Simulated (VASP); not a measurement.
# Si in VASP: notebook

Si is run at these levels: PBE; tasks: single point, relaxation of the atoms.

All numbers are computed with VASP 6.6.1; they aren't measurements. Logs are shortened: lines on timing, memory, paths and dates and some standing lists are left out, and cuts for length are marked.

## Step 1: The cell of the first run

The cell holds a sheet with vacuum, 2 atoms: a = 2.446 Å, b = 3.370 Å, c = 27.409 Å, α = 90.00°, β = 90.00°, γ = 90.00°.

## Step 2: Single point, PBE

Input file INCAR:

```
SYSTEM = Si
  PREC = Accurate
  ENCUT = 520
  EDIFF = 1E-6
  ISMEAR = -1
  SIGMA = 0.05
  LREAL = .FALSE.
  LASPH = .TRUE.
  NELM = 60
  ALGO = Normal
  ISIF = 2
  LWAVE = .FALSE.
  LCHARG = .TRUE.
  GGA = PE
  LELF = .TRUE.
  LVHAR = .TRUE.
  NBANDS = 11
```

Input file KPOINTS:

```
regular mesh
0
G
  11 8 1
  0 0 0
```

Input file POSCAR:

```
Si
1.0
    2.4456700000      0.0000000000      0.0000000000
    0.0000000000      3.3704800000      0.0000000000
    0.0000000000      0.0000000000     27.4086300000
Si
2
Direct
    0.0000000000      0.0000000000      0.3217459256
    0.5000000000      0.5000000000      0.2620140744
```

Potentials or basis: VASP PAW PBE potentials, release 64 (Si).

Run with:

```console
$ cat potpaw_PBE.64/Si/POTCAR > POTCAR
$ mpirun -np 1 vasp_std > vasp.out
```

OUTCAR:

```text
SYSTEM = Si
   PREC = Accurate
   ENCUT = 520
   EDIFF = 1E-6
   ISMEAR = -1
   LREAL = .FALSE.
   LASPH = .TRUE.
   NELM = 60
   ISIF = 2
   GGA = PE

 ion  position               nearest neighbor table
   1  0.000  0.000  0.322-   2 2.65   2 2.65   2 2.65   2 2.65
   2  0.500  0.500  0.262-   1 2.65   1 2.65   1 2.65   1 2.65

  LATTYP: Found a simple orthorhombic cell.
 ALAT       =     2.4456700000
 B/A-ratio  =     1.3781417771
 C/A-ratio  =    11.2070025801

  Lattice vectors:

 A1 = (   2.4456700000,   0.0000000000,   0.0000000000)
 A2 = (   0.0000000000,   3.3704800000,   0.0000000000)
 A3 = (   0.0000000000,   0.0000000000,  27.4086300000)

Analysis of symmetry for initial positions (statically):
=====================================================================
 Subroutine PRICEL returns:
 Original cell was already a primitive cell.

 Routine SETGRP: Setting up the symmetry group for a
 simple orthorhombic supercell.

 Subroutine GETGRP returns: Found  8 space group operations
 (whereof  4 operations were pure point group operations)
 out of a pool of  8 trial point group operations.

The static configuration has the point symmetry C_2v.
 The point group associated with its full space group is D_2h.

Analysis of symmetry for dynamics (positions and initial velocities):
=====================================================================
 Subroutine PRICEL returns:
 Original cell was already a primitive cell.

 Routine SETGRP: Setting up the symmetry group for a
 simple orthorhombic supercell.

 Subroutine GETGRP returns: Found  8 space group operations
 (whereof  4 operations were pure point group operations)
 out of a pool of  8 trial point group operations.

The dynamic configuration has the point symmetry C_2v.
 The point group associated with its full space group is D_2h.

 Subroutine INISYM returns: Found  8 space group operations
 (whereof  4 operations are pure point group operations),
 and found     1 'primitive' translations

----------------------------------------------------------------------------------------

                                     Primitive cell

  volume of cell :     225.9316

  direct lattice vectors                    reciprocal lattice vectors
     2.445670000  0.000000000  0.000000000     0.408885909  0.000000000  0.000000000
     0.000000000  3.370480000  0.000000000     0.000000000  0.296693646  0.000000000
     0.000000000  0.000000000 27.408630000     0.000000000  0.000000000  0.036484859

  length of vectors
     2.445670000  3.370480000 27.408630000     0.408885909  0.296693646  0.036484859

  position of ions in fractional coordinates (direct lattice)
     0.000000000  0.000000000  0.321745926
     0.500000000  0.500000000  0.262014074

  ion indices of the primitive-cell ions
   primitive index   ion index
                 1           1
                 2           2

----------------------------------------------------------------------------------------

 KPOINTS: regular mesh

Automatic generation of k-mesh.
 Grid dimensions read from file:
 generate k-points for:   11    8    1

 Generating k-lattice:

  Cartesian coordinates                     Fractional coordinates (reciprocal lattice)
     0.037171446  0.000000000  0.000000000     0.090909091  0.000000000  0.000000000
     0.000000000  0.037086706  0.000000000     0.000000000  0.125000000  0.000000000
     0.000000000  0.000000000  0.036484859     0.000000000  0.000000000  1.000000000

  Length of vectors
     0.037171446  0.037086706  0.036484859

  Shift w.r.t. Gamma in fractional coordinates (k-lattice)
     0.000000000  0.000000000  0.000000000

 Subroutine IBZKPT returns following result:
 ===========================================

 Found     30 irreducible k-points:

 Following reciprocal coordinates:
            Coordinates               Weight
  0.000000  0.000000  0.000000      1.000000
  0.090909  0.000000  0.000000      2.000000
  0.181818  0.000000  0.000000      2.000000
  0.272727  0.000000  0.000000      2.000000
  0.363636  0.000000  0.000000      2.000000
  0.454545  0.000000  0.000000      2.000000
[... 16 lines left out ...]
  0.363636  0.375000  0.000000      4.000000
  0.454545  0.375000  0.000000      4.000000
 [... further k-points ...]
   k-points           NKPTS =     30   k-points in BZ     NKDIM =     30   number of bands    NBANDS=     11
   number of dos      NEDOS =    301   number of ions     NIONS =      2
   total plane-waves  NPLWV = 105840
   dimension x,y,z NGX =    18 NGY =   28 NGZ =  210
   dimension x,y,z NGXF=    36 NGYF=   56 NGZF=  420
   ions per type =               2
   NGX,Y,Z   is equivalent  to a cutoff of  12.24, 13.81, 12.74 a.u.
   NGXF,Y,Z  is equivalent  to a cutoff of  24.47, 27.62, 25.47 a.u.
 SYSTEM =  Si
   PREC   = accura    normal or accurate (medium, high low for compatibility)
   ISTART =      0    job   : 0-new  1-cont  2-samecut
   ICHARG =      2    charge: 1-file 2-atom 10-const
   ISPIN  =      1    spin polarized calculation?
   LNONCOLLINEAR =      F non collinear calculations
   LSORBIT =      F    spin-orbit coupling
   LASPH  =      T    aspherical Exc in radial PAW
   ENCUT  =  520.0 eV  38.22 Ry    6.18 a.u.   4.55  6.27 50.96*2*pi/ulx,y,z
   NELM   =     60;   NELMIN=  2; NELMDL= -5     # of ELM steps
   EDIFF  = 0.1E-05   stopping-criterion for ELM
   LREAL  =      F    real-space projection
   EDIFFG = 0.1E-04   stopping-criterion for IOM
   NSW    =      0    number of steps for IOM
   IBRION =     -1    ionic relax: 0-MD 1-quasi-New 2-CG
   NFREE  =      0    steps in history (QN), initial steepest desc. (CG)
   ISIF   =      2    stress and relaxation
   ISYM   =      2    0-nonsym 1-usesym 2-fastsym
   POTIM  = 0.5000    time-step for ionic-motion
   TEBEG  =    0.0;   TEEND  =   0.0 temperature during run
   PSTRESS=    0.0 pullay stress
   NELECT =       8.0000    total number of electrons
   NUPDOWN=      -1.0000    fix difference up-down
   EMIN   =  10.00;   EMAX   =-10.00  energy-range for DOS
   EFERMI =   0.00;   METHOD = LEGACY
   ISMEAR =    -1;   SIGMA  =   0.05  broadening in eV -4-tet -1-fermi 0-gaus
   EFERMI_NEDOS =   21; number of points for ismear=-14 and -15
   IALGO  =     38    algorithm
   IMIX   =      4    mixing-type and parameters
     AMIX     =   0.40;   BMIX     =  1.00
     AMIX_MAG =   1.60;   BMIX_MAG =  1.00
  volume/ion in A,a.u.               =     112.97       762.33
  Fermi-wavevector in a.u.,A,eV,Ry     =   0.537583  1.015885  3.932028  0.288996
  Thomas-Fermi vector in A             =   1.563424
   LORBIT       =      0    0 simple, 1 ext, 2 COOP (PROOUT), +10 PAW based schemes
   GGA     = PE    functional components
   LHFCALC =     F    Hartree Fock is set to
   AEXX    =    0.0000 exact exchange contribution
   IVDW    =     0    specifies the selected vdW correction
   LEPSILON=     F    determine dielectric tensor
   LRPA    =     F    only Hartree local field effects (RPA)
 non-spin polarized calculation
  energy-cutoff  :      520.00
  volume of cell :      225.93
 maximum number of plane-waves:      6156
   NGX =  9   NGY = 13   NGZ =101

 number of electron       8.0000000 magnetization

 Free energy of the ion-electron system (eV)
  ---------------------------------------------------
  ext. energy  EPLUGINS =         0.00000000
  ---------------------------------------------------
  free energy    TOTEN  =        -9.22684781 eV

  energy without entropy =       -9.22222873  energy(sigma->0) =       -9.22453827

 E-fermi :  -2.7942     XC(G=0):  -2.1353

 val. band max:       -3.0294392701   @ k =   0.2727   0.2500   0.0000
 cond. band min:      -2.7890002958   @ k =   0.2727   0.1250   0.0000
 fundamental gap:      0.2404389742
 Fermi energy:        -2.7941744844

 k-point     1 :       0.0000    0.0000    0.0000
  band No.  band energies     occupation
      1     -15.4345      2.00000
      2     -10.1451      2.00000
      3      -4.8517      2.00000
      4      -3.9588      2.00000
      5      -1.3171      0.00000
      6       0.6968      0.00000
      7       1.5376      0.00000
      8       1.5527      0.00000
      9       2.0127      0.00000
     10       2.1707      0.00000
     11       2.9772      0.00000

 k-point     2 :       0.0909    0.0000    0.0000
  band No.  band energies     occupation
      1     -15.2347      2.00000
      2      -9.9487      2.00000
      3      -4.6629      2.00000
      4      -3.7755      2.00000
      5      -1.1746      0.00000
      6       0.8996      0.00000
      7       1.7095      0.00000
      8       1.7565      0.00000
      9       2.2194      0.00000
     10       2.3719      0.00000
     11       3.1782      0.00000

 k-point     3 :       0.1818    0.0000    0.0000
  band No.  band energies     occupation
      1     -14.6367      2.00000
      2      -9.3622      2.00000
      3      -4.0989      2.00000
      4      -3.2257      1.99964
      5      -1.0868      0.00000
      6       0.7974      0.00000
      7       1.5384      0.00000
      8       2.2173      0.00000
      9       2.3597      0.00000
     10       2.8352      0.00000
     11       3.0065      0.00000
[... 267 lines left out ...]
 k-point    23 :       0.3636    0.3750    0.0000
  band No.  band energies     occupation
      1     -10.6183      2.00000
      2      -8.0419      2.00000
      3      -4.3322      2.00000
      4      -4.1792      2.00000
      5      -2.3782      0.00049
      6      -1.7664      0.00000
      7       0.6553      0.00000
      8       2.5268      0.00000
      9       2.9917      0.00000
     10       5.0305      0.00000
     11       5.9582      0.00000

 k-point    24 :       0.4545    0.3750    0.0000
  band No.  band energies     occupation
      1      -8.9029      2.00000
      2      -7.1004      2.00000
      3      -5.8681      2.00000
      4      -4.1179      2.00000
      5      -2.6412      0.08963
      6      -0.7607      0.00000
      7      -0.6618      0.00000
      8       1.1405      0.00000
      9       3.5957      0.00000
     10       5.3036      0.00000
     11       6.1582      0.00000

 [... further k-points ...]

------------------------ aborting loop because EDIFF is reached ----------------------------------------

  FORCE on cell =-STRESS in cart. coord.  units (eV):
  Direction    XX          YY          ZZ          XY          YZ          ZX
  --------------------------------------------------------------------------------------
  -------------------------------------------------------------------------------------
  Total        0.1658254     -0.4185925     -0.0187579      0.0000000      0.0000000      0.0000000
  in kB        1.1759389     -2.9684180     -0.1330202      0.0000000      0.0000000      0.0000000
  external PRESSURE =      -0.6418331 kB  Pullay stress =       0.0000000 kB

 VOLUME and BASIS-vectors are now :
 -----------------------------------------------------------------------------
  energy-cutoff  :      520.00
  volume of cell :      225.93
      direct lattice vectors                 reciprocal lattice vectors
     2.445670000  0.000000000  0.000000000     0.408885909  0.000000000  0.000000000
     0.000000000  3.370480000  0.000000000     0.000000000  0.296693646  0.000000000
     0.000000000  0.000000000 27.408630000     0.000000000  0.000000000  0.036484859

 POSITION                                       TOTAL-FORCE (eV/Angst)
 -----------------------------------------------------------------------------------
      0.00000      0.00000      8.81862         0.000000      0.000000     -0.009412
      1.22283      1.68524      7.18145         0.000000      0.000000      0.009412
 -----------------------------------------------------------------------------------
    total drift:                               -0.000000     -0.000000      0.000001

  FREE ENERGIE OF THE ION-ELECTRON SYSTEM (eV)
  ---------------------------------------------------
  free  energy   TOTEN  =        -9.2268478055 eV

  energy  without entropy=       -9.2222287262  energy(sigma->0) =       -9.22453827
```

It took 84 s on 1 thread of Intel Xeon Platinum 8375C at 2.90GHz (Ice Lake), shared host; peak memory 0.32 GiB.

Results:

```
Free energy            : -9.2268 eV
Largest force          : 0.009 eV/Å
Band gap on the k mesh : zero (bands 4 and 5 overlap by 1.02 eV)
```

Forces in eV/Å, atoms in the order of the input:
```
Si   0.000  0.000 -0.009
Si   0.000  0.000  0.009
```

Levels at points of the mesh, in eV from the Fermi level:
```tsv
k point	band 1	band 2	band 3	band 4	band 5	band 6	band 7	band 8	band 9
(0.00, 0.00, 0.00)	-12.64	-7.35	-2.06	-1.16	1.48	3.49	4.33	4.35	4.81
(0.00, 0.50, 0.00)	-9.71	-9.71	-3.70	-3.70	1.91	1.91	6.64	6.64	7.73
```

(Part 1 of 2 ends here.)
